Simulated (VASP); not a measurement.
## LiF: single point with r2SCAN

LiF:

```
Li F
1.0
     0.00000    2.01400    2.01400
     2.27824    0.00000    2.01400
     2.27824    2.01400    0.00000
Li F
1 1
Direct
  0.00000 0.00000 0.00000
  0.50000 0.50000 0.50000
```

This cell differs from its parent crystal: strain +0.1312 x Voigt [1, 0, 0, 0, 0, 0].

```json
{
 "Program": "VASP 6.6.1",
 "Task": "single point",
 "Functional": "r2SCAN",
 "Potentials or basis": "VASP PAW PBE potentials, release 64 (Li_sv, F)",
 "Cutoff": "520 eV",
 "k mesh": "10 × 10 × 10",
 "Occupations": "gaussian, width 0.05 eV",
 "Spin": "no spin polarisation"
}
```

* Band gap on the k mesh: 9.02 eV, direct

Levels at points of the mesh, in eV from the valence-band top:
```csv
k point,band 3,band 4,band 5,band 6,band 7,band 8
"(0.00, 0.00, 0.00)",-0.16,-0.16,0.00,9.02,22.59,23.75
"(0.50, 0.00, 0.00)",-2.21,-0.40,-0.18,11.10,16.50,18.46
"(0.50, 0.50, 0.00)",-2.60,-1.37,-0.70,15.58,16.37,17.61
"(0.00, 0.50, 0.50)",-2.62,-0.73,-0.73,13.49,17.45,17.88
```

Wall time 4.7 min on 1 thread of AMD EPYC 7R13 (shared host), peak memory 0.12 GiB.

Caveat: the cell differs from its parent crystal (strain +0.1312 x Voigt [1, 0, 0, 0, 0, 0]). A k mesh can miss the band edges.
